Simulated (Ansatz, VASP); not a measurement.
**Two plane-wave programs on Cu**

```
Cu
1.0
     1.21846   -3.97638    0.00000
     1.21846    3.97638    0.00000
     0.00000    0.00000    2.47550
Cu
2
Direct
  0.13387 0.86613 0.25000
  0.86613 0.13387 0.75000
```

Alike in both runs: task single point; functional PBE; k mesh 22 × 22 × 22; occupations gaussian, width 0.15 eV; no spin polarisation.

|  | VASP | Ansatz |
| --- | --- | --- |
| version | VASP 6.6.1 | Ansatz 0.2.0 |
| potentials or method | VASP PAW PBE potentials, release 64 (Cu), cutoff 520 eV | scalar-relativistic, plane waves, PAW |
| valence electrons in the cell | 22 | 38 |

|  | VASP | Ansatz | Ansatz less VASP |
| --- | --- | --- | --- |
| gap on the k mesh at the Fermi level (eV) | none | none | - |
| pressure (GPa) | 7.7 | 6.6 | -1.10 |
| traceless stress, the component that is largest in VASP (GPa) | 0.35 | 0.26 | -0.086 |
| rms of the force components (eV/Å) | 0.028 | 0.026 | -0.0022 |

Atom by atom the forces differ by 0.002 eV/Å (rms over components). A gap of «none» marks a metal or a gap that the smearing closes. VASP's potentials hold 22 valence electrons a cell and Ansatz's 38, so a difference there can come from the potentials and not from the codes.
